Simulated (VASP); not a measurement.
# CdS (I-4m2) in VASP: further runs, part 2 of 2

VASP 6.6.1.

## Step 5: Single point, PBE (uniaxial z strain +3.0%)

INCAR reads:

```
SYSTEM = CdS
PREC = Accurate
ENCUT = 500
EDIFF = 1E-6
ISMEAR = 0
SIGMA = 0.01
LREAL = .FALSE.
LASPH = .TRUE.
NELM = 120
ALGO = Normal
ISIF = 2
LWAVE = .FALSE.
LCHARG = .FALSE.
GGA = PE
NBANDS = 16
GGA_COMPAT = .FALSE.
```

KPOINTS reads:

```
Automatic mesh
0
G
  4 4 4
  0 0 0
```

POSCAR reads:

```
CdS
1.0
    0.0000000000      2.9392148430      3.0273912883
    2.9392148430      0.0000000000      3.0273912883
    2.9392148430      2.9392148430      0.0000000000
Cd S
1 1
Direct
    0.0000000000      0.0000000000      0.0000000000
    0.2500000000      0.2500000000      0.2500000000
```

Potentials or basis: VASP PAW PBE potentials, release 64 (Cd, S).

On the command line:

```bash
cat potpaw_PBE.64/Cd/POTCAR potpaw_PBE.64/S/POTCAR > POTCAR
mpirun -np 1 vasp_std > vasp.out
```

OUTCAR:

```text
SYSTEM = CdS
   PREC = Accurate
   ENCUT = 500
   EDIFF = 1E-6
   ISMEAR = 0
   LREAL = .FALSE.
   LASPH = .TRUE.
   NELM = 120
   ISIF = 2
   GGA = PE

 ion  position               nearest neighbor table
   1  0.000  0.000  0.000-   2 2.57   2 2.57   2 2.57   2 2.57
   2  0.250  0.250  0.250-   1 2.57   1 2.57   1 2.57   1 2.57

  LATTYP: Found a body centered tetragonal cell.
 ALAT       =     4.1566774937
 C/A-ratio  =     1.4566399692

  Lattice vectors:

 A1 = (  -2.9392148430,   0.0000000000,   3.0273912883)
 A2 = (   2.9392148430,   0.0000000000,   3.0273912883)
 A3 = (   0.0000000000,   2.9392148430,  -3.0273912883)

Analysis of symmetry for initial positions (statically):
=====================================================================
 Subroutine PRICEL returns:
 Original cell was already a primitive cell.

 Routine SETGRP: Setting up the symmetry group for a
 body centered tetragonal supercell.

 Subroutine GETGRP returns: Found  8 space group operations
 (whereof  8 operations were pure point group operations)
 out of a pool of 16 trial point group operations.

The static configuration has the point symmetry D_2d.

Analysis of symmetry for dynamics (positions and initial velocities):
=====================================================================
 Subroutine PRICEL returns:
 Original cell was already a primitive cell.

 Routine SETGRP: Setting up the symmetry group for a
 body centered tetragonal supercell.

 Subroutine GETGRP returns: Found  8 space group operations
 (whereof  8 operations were pure point group operations)
 out of a pool of 16 trial point group operations.

The dynamic configuration has the point symmetry D_2d.

 Subroutine INISYM returns: Found  8 space group operations
 (whereof  8 operations are pure point group operations),
 and found     1 'primitive' translations

----------------------------------------------------------------------------------------

                                     Primitive cell

  volume of cell :      52.3072

  direct lattice vectors                    reciprocal lattice vectors
     0.000000000  2.939214843  3.027391288    -0.170113458  0.170113458  0.165158697
     2.939214843  0.000000000  3.027391288     0.170113458 -0.170113458  0.165158697
     2.939214843  2.939214843  0.000000000     0.170113458  0.170113458 -0.165158697

  length of vectors
     4.219488346  4.219488346  4.156677494     0.291812563  0.291812563  0.291812563

  position of ions in fractional coordinates (direct lattice)
     0.000000000  0.000000000  0.000000000
     0.250000000  0.250000000  0.250000000

  ion indices of the primitive-cell ions
   primitive index   ion index
                 1           1
                 2           2

----------------------------------------------------------------------------------------

 KPOINTS: Automatic mesh

Automatic generation of k-mesh.
 Grid dimensions read from file:
 generate k-points for:    4    4    4

 Generating k-lattice:

  Cartesian coordinates                     Fractional coordinates (reciprocal lattice)
    -0.042528364  0.042528364  0.041289674     0.250000000  0.000000000  0.000000000
     0.042528364 -0.042528364  0.041289674     0.000000000  0.250000000  0.000000000
     0.042528364  0.042528364 -0.041289674     0.000000000  0.000000000  0.250000000

  Length of vectors
     0.072953141  0.072953141  0.072953141

  Shift w.r.t. Gamma in fractional coordinates (k-lattice)
     0.000000000  0.000000000  0.000000000

 Subroutine IBZKPT returns following result:
 ===========================================

 Found     13 irreducible k-points:

 Following reciprocal coordinates:
            Coordinates               Weight
  0.000000  0.000000  0.000000      1.000000
  0.250000  0.000000  0.000000      8.000000
  0.500000  0.000000  0.000000      4.000000
  0.250000  0.250000  0.000000      2.000000
  0.500000  0.250000  0.000000      8.000000
 -0.250000  0.250000  0.000000      4.000000
  0.500000  0.500000  0.000000      1.000000
  0.250000  0.000000  0.250000      4.000000
  0.500000  0.000000  0.250000     16.000000
 -0.250000  0.000000  0.250000      8.000000
 -0.250000  0.500000  0.250000      4.000000
  0.500000  0.000000  0.500000      2.000000
 -0.250000  0.250000  0.500000      2.000000
   k-points           NKPTS =     13   k-points in BZ     NKDIM =     13   number of bands    NBANDS=     16
   number of dos      NEDOS =    301   number of ions     NIONS =      2
   total plane-waves  NPLWV =  30720
   dimension x,y,z NGX =    32 NGY =   32 NGZ =   30
   dimension x,y,z NGXF=    64 NGYF=   64 NGZF=   60
   ions per type =               1   1
   NGX,Y,Z   is equivalent  to a cutoff of  12.61, 12.61, 12.00 a.u.
   NGXF,Y,Z  is equivalent  to a cutoff of  25.22, 25.22, 24.00 a.u.
 SYSTEM =  CdS
   PREC   = accura    normal or accurate (medium, high low for compatibility)
   ISTART =      0    job   : 0-new  1-cont  2-samecut
   ICHARG =      2    charge: 1-file 2-atom 10-const
   ISPIN  =      1    spin polarized calculation?
   LNONCOLLINEAR =      F non collinear calculations
   LSORBIT =      F    spin-orbit coupling
   LASPH  =      T    aspherical Exc in radial PAW
   ENCUT  =  500.0 eV  36.75 Ry    6.06 a.u.   7.69  7.69  7.58*2*pi/ulx,y,z
   NELM   =    120;   NELMIN=  2; NELMDL= -5     # of ELM steps
   EDIFF  = 0.1E-05   stopping-criterion for ELM
   LREAL  =      F    real-space projection
   EDIFFG = 0.1E-04   stopping-criterion for IOM
   NSW    =      0    number of steps for IOM
   IBRION =     -1    ionic relax: 0-MD 1-quasi-New 2-CG
   NFREE  =      0    steps in history (QN), initial steepest desc. (CG)
   ISIF   =      2    stress and relaxation
   ISYM   =      2    0-nonsym 1-usesym 2-fastsym
   POTIM  = 0.5000    time-step for ionic-motion
   TEBEG  =    0.0;   TEEND  =   0.0 temperature during run
   PSTRESS=    0.0 pullay stress
   NELECT =      18.0000    total number of electrons
   NUPDOWN=      -1.0000    fix difference up-down
   EMIN   =  10.00;   EMAX   =-10.00  energy-range for DOS
   EFERMI =   0.00;   METHOD = LEGACY
   ISMEAR =     0;   SIGMA  =   0.01  broadening in eV -4-tet -1-fermi 0-gaus
   EFERMI_NEDOS =   21; number of points for ismear=-14 and -15
   IALGO  =     38    algorithm
   IMIX   =      4    mixing-type and parameters
     AMIX     =   0.40;   BMIX     =  1.00
     AMIX_MAG =   1.60;   BMIX_MAG =  1.00
  volume/ion in A,a.u.               =      26.15       176.49
  Fermi-wavevector in a.u.,A,eV,Ry     =   1.147216  2.167924 17.906695  1.316105
  Thomas-Fermi vector in A             =   2.283897
   LORBIT       =      0    0 simple, 1 ext, 2 COOP (PROOUT), +10 PAW based schemes
   GGA     = PE    functional components
   LHFCALC =     F    Hartree Fock is set to
   AEXX    =    0.0000 exact exchange contribution
   IVDW    =     0    specifies the selected vdW correction
   LEPSILON=     F    determine dielectric tensor
   LRPA    =     F    only Hartree local field effects (RPA)
 non-spin polarized calculation
 Gauss-broadening in eV      SIGMA  =   0.01
  energy-cutoff  :      500.00
  volume of cell :       52.31
 maximum number of plane-waves:      1347
 NGX is ok and might be reduce to    32
   NGX = 15   NGY = 15   NGZ = 15

 number of electron      17.9999996 magnetization

 Free energy of the ion-electron system (eV)
  ---------------------------------------------------
  ext. energy  EPLUGINS =         0.00000000
  ---------------------------------------------------
  free energy    TOTEN  =        -6.11452876 eV

  energy without entropy =       -6.11452876  energy(sigma->0) =       -6.11452876

 E-fermi :   1.0323     XC(G=0):  -8.8965

 val. band max:        0.9280011007   @ k =   0.0000   0.0000   0.0000
 cond. band min:       1.9164042950   @ k =   0.0000   0.0000   0.0000
 fundamental gap:      0.9884031943
 Fermi energy:         1.0322678078

 k-point     1 :       0.0000    0.0000    0.0000
  band No.  band energies     occupation
      1     -11.1566      2.00000
      2      -6.6867      2.00000
      3      -6.6691      2.00000
      4      -6.6691      2.00000
      5      -6.2716      2.00000
      6      -6.2634      2.00000
[... 8 lines left out ...]
     15      12.1515      0.00000
     16      12.4831      0.00000
[... 211 lines left out ...]
  band No.  band energies     occupation
      1     -10.6573      2.00000
      2      -6.4743      2.00000
      3      -6.4628      2.00000
      4      -6.2992      2.00000
      5      -6.2603      2.00000
      6      -5.7058      2.00000
[... 8 lines left out ...]
     15      13.9055      0.00000
     16      14.2562      0.00000

------------------------ aborting loop because EDIFF is reached ----------------------------------------

  FORCE on cell =-STRESS in cart. coord.  units (eV):
  Direction    XX          YY          ZZ          XY          YZ          ZX
  --------------------------------------------------------------------------------------
  -------------------------------------------------------------------------------------
  Total        0.1076457      0.1076457     -0.0960522      0.0000000     -0.0000000      0.0000000
  in kB        3.2972055      3.2972055     -2.9420941      0.0000000     -0.0000000      0.0000000
  external PRESSURE =       1.2174390 kB  Pullay stress =       0.0000000 kB

 VOLUME and BASIS-vectors are now :
 -----------------------------------------------------------------------------
  energy-cutoff  :      500.00
  volume of cell :       52.31
      direct lattice vectors                 reciprocal lattice vectors
     0.000000000  2.939214843  3.027391288    -0.170113458  0.170113458  0.165158697
     2.939214843  0.000000000  3.027391288     0.170113458 -0.170113458  0.165158697
     2.939214843  2.939214843  0.000000000     0.170113458  0.170113458 -0.165158697

 POSITION                                       TOTAL-FORCE (eV/Angst)
 -----------------------------------------------------------------------------------
      0.00000      0.00000      0.00000        -0.000000     -0.000000     -0.000000
      1.46961      1.46961      1.51370         0.000000      0.000000      0.000000
 -----------------------------------------------------------------------------------
    total drift:                               -0.000000     -0.000000      0.000003

  FREE ENERGIE OF THE ION-ELECTRON SYSTEM (eV)
  ---------------------------------------------------
  free  energy   TOTEN  =        -6.1145287574 eV

  energy  without entropy=       -6.1145287574  energy(sigma->0) =       -6.11452876
```

stdout:

```text
POSCAR found type information on POSCAR CdS
 POSCAR found :  2 types and       2 ions
 scaLAPACK will be used
 LDA part: xc-table for (Slater+PW92), standard interpolation
 POSCAR, INCAR and KPOINTS ok, starting setup
 FFT: planning ... GRIDC
 FFT: planning ... GRID_SOFT
 FFT: planning ... GRID
 WAVECAR not read
 entering main loop
```

Run time: 7.1 s. Hardware: 1 thread of Intel Xeon 6975P-C (Granite Rapids), shared host; peak memory 0.17 GiB.

Results:

- Free energy: -6.1145 eV
- Pressure: 0.1 GPa
- Band gap on the k mesh: 0.99 eV

Stress tensor (GPa, compression positive):
```
 0.33  0.00  0.00
 0.00  0.33  0.00
 0.00  0.00 -0.29
```

Caveat: the k points lie up to 0.46 Å⁻¹ apart; the cell differs from its parent crystal (uniaxial z strain +3.0%).

## Step 6: Overview

```tsv
cell	gap on the mesh (eV)	pressure (GPa)
a = 4.115, b = 4.115, c = 4.157 Å, angles 59.7, 59.7, 60.7°, 2 atoms	1.09	3.1
a = 4.136, b = 4.136, c = 4.157 Å, angles 59.8, 59.8, 60.3°, 2 atoms	1.09	2.5
a = 4.198, b = 4.198, c = 4.157 Å, angles 60.3, 60.3, 59.3°, 2 atoms	1.02	0.7
a = 4.219, b = 4.219, c = 4.157 Å, angles 60.5, 60.5, 59.0°, 2 atoms	0.99	0.1
```

Alike in all rows: task single point; level PBE; potentials or basis VASP PAW PBE potentials, release 64 (Cd, S); no spin polarisation; k mesh 4 × 4 × 4; cutoff (eV) 500; smearing gaussian 0.01 eV.

Caveats: all runs use coarse meshes.

Absolute energies hang on the potentials; compare differences alone.
